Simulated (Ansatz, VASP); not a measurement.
## Two plane-wave programs on P

```
P
1.0
     2.42110    0.00000    0.00000
     0.00000    2.42110    0.00000
     0.00000    0.00000    2.42110
P
1
Direct
  0.00000 0.00000 0.00000
```

Alike in both runs: task relaxation of cell and atoms; functional PBEsol; k mesh 18 × 18 × 18; occupations gaussian, width 0.1 eV; no spin polarisation.

```csv
,VASP,Ansatz
version,VASP 6.6.1,Ansatz 0.2.0
potentials or method,"VASP PAW PBE potentials, release 64 (P), cutoff 600 eV","scalar-relativistic, plane waves, PAW"
valence electrons in the cell,5,5
```

|  | VASP | Ansatz | Ansatz less VASP |
| --- | --- | --- | --- |
| gap on the k mesh at the Fermi level, each at its own relaxed structure (eV) | none | none | - |
| relaxed volume (Å³/atom) | 14.23 | 14.19 | -0.035 |
| relaxed cell length with the largest relative difference (Å) | 2.423 | 2.421 | -0.0020 |

VASP's potentials were made for PBE, not for PBEsol. A gap of «none» marks a metal or a gap that the smearing closes.
